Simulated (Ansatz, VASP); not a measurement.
**Be2C: VASP beside Ansatz**

Contents of INCAR:

```
  ALGO = Normal
  EDIFF = 1E-8
  ENCUT = 520
  GGA = PE
  GGA_COMPAT = F
  ISIF = 2
  ISMEAR = -5
  LASPH = T
  LCHARG = F
  LEFG = T
  LREAL = F
  LWAVE = F
  NBANDS = 11
  NELM = 120
  PREC = Accurate
  SIGMA = 0.1
```

File KPOINTS:

```
k-points
0
Gamma
  14 14 14
```

The input POSCAR:

```
Be2C
1.0
    0.0000000000      2.1650000000      2.1650000000
    2.1650000000      0.0000000000      2.1650000000
    2.1650000000      2.1650000000      0.0000000000
Be C
2 1
Direct
    0.2500000000      0.2500000000      0.2500000000
    0.7500000000      0.7500000000      0.7500000000
    0.0000000000      0.0000000000      0.0000000000
```

Input for Ansatz:

```yaml
crystal:
  lattice:
    - [0.0, 2.165, 2.165]
    - [2.165, 0.0, 2.165]
    - [2.165, 2.165, 0.0]
  atoms:
    - { symbol: Be, position: [0.25, 0.25, 0.25] }
    - { symbol: Be, position: [0.75, 0.75, 0.75] }
    - { symbol: C, position: [0.0, 0.0, 0.0] }
kpoints:
  mp_grid: { grid: [14, 14, 14] }
  band_path:
    path:
      - [0.0, 0.0, 0.0]
      - [0.5, 0.0, 0.5]
      - [0.625, 0.25, 0.625]
      - [0.375, 0.375, 0.75]
      - [0.0, 0.0, 0.0]
      - [0.5, 0.5, 0.5]
      - [0.5, 0.25, 0.75]
      - [0.5, 0.0, 0.5]
    npoints: 8
scf:
  occupations: { method: tetrahedron }
  lower_state_search: standard
hamiltonian:
  xc: pbe
  pseudopotentials: { kind: all_electron, datasets: crystal }
output:
  forces: true
  stress: true
  eigenvalues: true
  efg: { contact_densities: true }
basis:
  xc_grid: 3
```

Alike in both runs: task electric field gradients; functional PBE; k mesh 14 × 14 × 14; occupations tetrahedron; no spin polarisation.

|  | VASP | Ansatz |
| --- | --- | --- |
| version | VASP 6.6.1 | Ansatz 0.2.0 |
| potentials or method | VASP PAW PBE potentials, release 64 (Be, C), cutoff 520 eV | all-electron PAW with datasets made for the crystal, scalar-relativistic |

|  | VASP | Ansatz | Ansatz less VASP |
| --- | --- | --- | --- |
| gap on the k mesh at the Fermi level (eV) | 1.16 | 1.17 | +0.011 |
| pressure (GPa) | 0.2 | -0.3 | -0.50 |

Ansatz ran all-electron here, and VASP with PAW potentials. Ansatz's warnings: tetrahedron derivatives may miss energy slope.
